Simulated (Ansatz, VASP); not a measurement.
Na2Cl: VASP beside Ansatz

The input INCAR:

```
PREC = Accurate ; ENCUT = 520
EDIFF = 1E-6 ; ISMEAR = 1
SIGMA = 0.1 ; LREAL = F
LASPH = T ; NELM = 100
ALGO = Normal ; ISIF = 2
LWAVE = F ; LCHARG = F
GGA = PS ; NBANDS = 18
```

The input KPOINTS:

```
Automatic mesh
0
Gamma
  8 8 8
```

POSCAR

```
Na2Cl
1.0
    1.9673870000      1.1358720000      6.7290780000
   -1.9673870000      1.1358720000      6.7290780000
    0.0000000000     -2.2717430000      6.7290780000
Na Cl
2 1
Direct
    0.7510740000      0.7510740000      0.7510740000
    0.2489260000      0.2489260000      0.2489260000
    0.0000000000      0.0000000000      0.0000000000
```

Input for Ansatz:

```yaml
crystal:
  lattice:
    - [1.967387, 1.135872, 6.729078]
    - [-1.967387, 1.135872, 6.729078]
    - [0.0, -2.271743, 6.729078]
  atoms:
    - { symbol: Na, position: [0.751074, 0.751074, 0.751074] }
    - { symbol: Na, position: [0.248926, 0.248926, 0.248926] }
    - { symbol: Cl, position: [0.0, 0.0, 0.0] }
basis:
  ecutwfc: 470.0
kpoints:
  mp_grid:
    grid: [8, 8, 8]
    shift: [0.0, 0.0, 0.0]
hamiltonian:
  xc: pbesol
scf:
  occupations:
    method: cold
output:
  stress: true
```

Alike in both runs: task single point; functional PBEsol; k mesh 8 × 8 × 8; no spin polarisation.

```csv
,VASP,Ansatz
version,VASP 6.6.1,Ansatz 0.2.0
potentials or method,"VASP PAW PBE potentials, release 64 (Na_pv, Cl), cutoff 520 eV","plane waves, PAW"
occupations,"methfessel-paxton of order 1, width 0.1 eV",cold
valence electrons in the cell,21,25
```

|  | VASP | Ansatz | Ansatz less VASP |
| --- | --- | --- | --- |
| pressure (GPa) | -0.6 | -0.6 | -0.01 |
| traceless stress, the component that is largest in VASP (GPa) | 0.07 | 0.07 | 0.000 |

VASP's potentials were made for PBE, not for PBEsol. VASP's potentials hold 21 valence electrons a cell and Ansatz's 25, so a difference there can come from the potentials and not from the codes.
